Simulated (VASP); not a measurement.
# Si5Ni (an interface model) in VASP: single point with PBE

Aim: the single point of Si5Ni (an interface model) with PBE.

Program: VASP 6.6.1. These are calculated values, not measurements. Logs are shortened: lines on timing, memory, paths and dates and some standing lists are left out, and cuts for length are marked.

## 1. The cell of the first run

The cell holds layers of an interface, 12 atoms: a = 3.868 Å, b = 3.868 Å, c = 28.142 Å, α = 90.00°, β = 90.00°, γ = 120.00°.

## 2. Single point, PBE

File INCAR:

```
PREC = Accurate ; ENCUT = 520
EDIFF = 1E-6 ; ISMEAR = 0
SIGMA = 0.1 ; LREAL = False
LASPH = True ; NELM = 60
ALGO = Normal ; ISIF = 2
LWAVE = False ; LCHARG = False
LDIPOL = True ; IDIPOL = 3
DIPOL = 0.5 0.5 0.521 ; GGA = PE
NBANDS = 42
```

File KPOINTS:

```
regular mesh
0
Gamma
  9 9 1
```

File POSCAR:

```
Si5Ni
1.0
    3.8677060746      0.0000000000      0.0000000000
   -1.9338530373      3.3495317150      0.0000000000
    0.0000000000      0.0000000000     28.1417730749
Si Ni
10 2
Direct
    0.3817373298      0.6182626702      0.2630789460
    0.0481182361     -0.0481182361      0.2862138002
    0.0508898306     -0.0508898306      0.3709315029
    0.7173940351      0.2826059649      0.3980145884
    0.7189952341      0.2810047659      0.4828372344
    0.3894873042      0.6105126958      0.5145074843
    0.7784442238      0.2215557762      0.5782764769
    0.1099833101      0.8900166899      0.6294396937
    0.4522543586      0.5477456414      0.6866531555
    0.7852608992      0.2147391008      0.7363615720
    0.4444386055      0.5555613945      0.6004192229
    0.1189018234      0.8810981766      0.7111484173
```

Potentials or basis: VASP PAW PBE potentials, release 64 (Si, Ni).

Started as:

```console
$ cat potpaw_PBE.64/Si/POTCAR potpaw_PBE.64/Ni/POTCAR > POTCAR
$ mpirun -np 1 vasp_std > vasp.out
```

OUTCAR:

```text
PREC = Accurate
   ENCUT = 520
   EDIFF = 1E-6
   ISMEAR = 0
   LREAL = False
   LASPH = True
   NELM = 60
   ISIF = 2
   GGA = PE

 ion  position               nearest neighbor table
   1  0.382  0.618  0.263-   2 2.33   2 2.33   2 2.33
   2  0.048  0.952  0.286-   1 2.33   1 2.33   1 2.33   3 2.38
   3  0.051  0.949  0.371-   4 2.36   4 2.36   4 2.36   2 2.38
   4  0.717  0.283  0.398-   3 2.36   3 2.36   3 2.36   5 2.39
   5  0.719  0.281  0.483-   6 2.38   4 2.39   6 2.42   6 2.42   7 2.72
   6  0.389  0.611  0.515-   5 2.38   5 2.42   5 2.42  11 2.45   7 2.74   7 2.74
   7  0.778  0.222  0.578-  11 2.32  11 2.32  11 2.32   8 2.65   8 2.66   8 2.66   5 2.72   6 2.74
                             6 2.74
   8  0.110  0.890  0.629-  12 2.30  11 2.37  11 2.37  11 2.38   7 2.65   7 2.66   7 2.66   9 2.73
                             9 2.73   9 2.80
   9  0.452  0.548  0.687-  12 2.34  12 2.34  12 2.34  11 2.43  10 2.63  10 2.64  10 2.64   8 2.73
                             8 2.73   8 2.80
  10  0.785  0.215  0.736-  12 2.34  12 2.34  12 2.35   9 2.63   9 2.64   9 2.64
  11  0.444  0.556  0.600-   7 2.32   7 2.32   7 2.32   8 2.37   8 2.37   8 2.38   9 2.43   6 2.45

  12  0.119  0.881  0.711-   8 2.30   9 2.34   9 2.34   9 2.34  10 2.34  10 2.34  10 2.35

  LATTYP: Found a hexagonal cell.
 ALAT       =     3.8677060746
 C/A-ratio  =     7.2760888579

  Lattice vectors:

 A1 = (   3.8677060746,   0.0000000000,   0.0000000000)
 A2 = (  -1.9338530373,   3.3495317150,   0.0000000000)
 A3 = (   0.0000000000,   0.0000000000,  28.1417730749)

Analysis of symmetry for initial positions (statically):
=====================================================================
 Subroutine PRICEL returns:
 Original cell was already a primitive cell.

 Routine SETGRP: Setting up the symmetry group for a
 hexagonal supercell.

 Subroutine GETGRP returns: Found  2 space group operations
 (whereof  2 operations were pure point group operations)
 out of a pool of 24 trial point group operations.

The static configuration has the point symmetry C_1h.

Analysis of symmetry for dynamics (positions and initial velocities):
=====================================================================
 Subroutine PRICEL returns:
 Original cell was already a primitive cell.

 Routine SETGRP: Setting up the symmetry group for a
 hexagonal supercell.

 Subroutine GETGRP returns: Found  2 space group operations
 (whereof  2 operations were pure point group operations)
 out of a pool of 24 trial point group operations.

The dynamic configuration has the point symmetry C_1h.

 Subroutine INISYM returns: Found  2 space group operations
 (whereof  2 operations are pure point group operations),
 and found     1 'primitive' translations
[... 137 lines left out ...]
  Thomas-Fermi vector in A             =   2.019691
   LORBIT       =      0    0 simple, 1 ext, 2 COOP (PROOUT), +10 PAW based schemes
   GGA     = PE    functional components
   LHFCALC =     F    Hartree Fock is set to
   AEXX    =    0.0000 exact exchange contribution
   IVDW    =     0    specifies the selected vdW correction
   LEPSILON=     F    determine dielectric tensor
   LRPA    =     F    only Hartree local field effects (RPA)
 non-spin polarized calculation
 Gauss-broadening in eV      SIGMA  =   0.10
  energy-cutoff  :      520.00
  volume of cell :      364.58
 maximum number of plane-waves:      9861
 NGX is ok and might be reduce to    30
   NGX = 15   NGY = 15   NGZ =105

 dipolmoment           0.000000      0.000000      0.050351 electrons x Angstroem

 number of electron      60.0000003 magnetization

 dipolmoment           0.000000      0.000000     -0.013253 electrons x Angstroem

 Free energy of the ion-electron system (eV)
  ---------------------------------------------------
  ext. energy  EPLUGINS =         0.00000000
  ---------------------------------------------------
  free energy    TOTEN  =       -64.41371424 eV

  energy without entropy =      -64.37976766  energy(sigma->0) =      -64.39674095

 E-fermi :   2.1855     XC(G=0):  -6.2208

 val. band max:        2.1496520254   @ k =   0.2222   0.2222   0.0000
 cond. band min:       2.1890478124   @ k =   0.2222   0.0000   0.0000
 fundamental gap:      0.0393957870
 Fermi energy:         2.1854611549

 k-point     1 :       0.0000    0.0000    0.0000
  band No.  band energies     occupation
      1     -11.0911      2.00000
      2     -10.0553      2.00000
      3      -9.4585      2.00000
      4      -8.6890      2.00000
      5      -8.0862      2.00000
      6      -5.6422      2.00000
[... 1069 lines left out ...]
     41       6.2855      0.00000
     42       6.6861      0.00000

 [... further k-points ...]

------------------------ aborting loop because EDIFF is reached ----------------------------------------

 vacuum level on the upper side and lower side of the slab       (xc-potential included)        -0.226        -0.041

  FORCE on cell =-STRESS in cart. coord.  units (eV):
  Direction    XX          YY          ZZ          XY          YZ          ZX
  --------------------------------------------------------------------------------------
  -------------------------------------------------------------------------------------
  Total       -0.7128260     -0.5906276     -0.0229830      0.1058269      0.0099689     -0.0172667
  in kB       -3.1326010     -2.5955852     -0.1010017      0.4650693      0.0438095     -0.0758808
  external PRESSURE =      -1.9430627 kB  Pullay stress =       0.0000000 kB

 VOLUME and BASIS-vectors are now :
 -----------------------------------------------------------------------------
  energy-cutoff  :      520.00
  volume of cell :      364.58
      direct lattice vectors                 reciprocal lattice vectors
     3.867706075  0.000000000  0.000000000     0.258551188  0.149274598  0.000000000
    -1.933853037  3.349531715  0.000000000     0.000000000  0.298549196  0.000000000
     0.000000000  0.000000000 28.141773075     0.000000000  0.000000000  0.035534364

 POSITION                                       TOTAL-FORCE (eV/Angst)
 -----------------------------------------------------------------------------------
      0.28082      2.07089      7.40351         0.006747     -0.003895      0.007469
     -1.65469      3.18836      8.05456        -0.002486      0.001435     -0.002416
     -1.63861      3.17907     10.43867         0.001882     -0.001087      0.001718
      2.22815      0.94660     11.20084        -0.004319      0.002493     -0.002355
      2.23744      0.94123     13.58790        -0.000159      0.000092     -0.004212
      0.32578      2.04493     14.47915        -0.004441      0.002564     -0.005176
      2.58234      0.74211     16.27373         0.004250     -0.002453      0.004070
     -1.29578      2.98114     17.71355        -0.004453      0.002571     -0.005868
      0.68993      1.83469     19.32364         0.001729     -0.000998      0.007026
      2.62188      0.71928     20.72252        -0.002125      0.001227      0.003289
      0.64458      1.86087     16.89686         0.000630     -0.000364     -0.000411
     -1.24404      2.95127     20.01298         0.002746     -0.001585     -0.003135
 -----------------------------------------------------------------------------------
    total drift:                               -0.000029      0.000017     -0.000834

  FREE ENERGIE OF THE ION-ELECTRON SYSTEM (eV)
  ---------------------------------------------------
  free  energy   TOTEN  =       -64.4137142374 eV

  energy  without entropy=      -64.3797676643  energy(sigma->0) =      -64.39674095

 vacuum level on the upper side and lower side of the slab         6.559         6.741
```

OSZICAR:

```text
N       E                     dE             d eps       ncg     rms          rms(c)
DAV:   1     0.322041330911E+03    0.32204E+03   -0.22541E+04  2100   0.119E+03
DAV:   2    -0.377170387368E+02   -0.35976E+03   -0.34035E+03  2420   0.252E+02
DAV:   3    -0.680060933343E+02   -0.30289E+02   -0.29429E+02  2574   0.852E+01
[... 31 lines left out ...]
DAV:  35    -0.644137089704E+02   -0.11771E-04   -0.73569E-07  1860   0.325E-03    0.168E-03
DAV:  36    -0.644137112269E+02   -0.22565E-05   -0.13902E-07  1644   0.297E-03    0.131E-03
DAV:  37    -0.644137128974E+02   -0.16705E-05   -0.12460E-07  1612   0.238E-03    0.961E-04
DAV:  38    -0.644137139934E+02   -0.10960E-05   -0.12659E-07  1524   0.119E-03    0.819E-04
DAV:  39    -0.644137142374E+02   -0.24396E-06   -0.21821E-08  1270   0.110E-03
   1 F= -.64413714E+02 E0= -.64396741E+02  d E =-.339466E-01
```

stdout:

```text
POSCAR found type information on POSCAR SiNi
 POSCAR found :  2 types and      12 ions
 scaLAPACK will be used
 LDA part: xc-table for (Slater+PW92), standard interpolation
 POSCAR, INCAR and KPOINTS ok, starting setup
 FFT: planning ... GRIDC
 FFT: planning ... GRID_SOFT
 FFT: planning ... GRID
 WAVECAR not read
 entering main loop
```

It took 9.3 min on 1 thread of AMD EPYC 9R45 (Zen 5), shared host; peak memory 0.59 GiB.

Results:

```yaml
Free_energy: -64.4137 eV
Largest_force: 0.011 eV/Å
Band_gap_on_the_k_mesh: zero (band 30 reaches 3.08 eV, above the bottom of band 31 at 1.88 eV)
```

Forces in eV/Å, atoms in the order of the input:
```
Si   0.007 -0.004  0.007
Si  -0.002  0.001 -0.002
Si   0.002 -0.001  0.002
Si  -0.004  0.002 -0.002
Si   0.000  0.000 -0.004
Si  -0.004  0.003 -0.005
Si   0.004 -0.002  0.004
Si  -0.004  0.003 -0.006
Si   0.002 -0.001  0.007
Si  -0.002  0.001  0.003
Ni   0.001  0.000  0.000
Ni   0.003 -0.002 -0.003
```
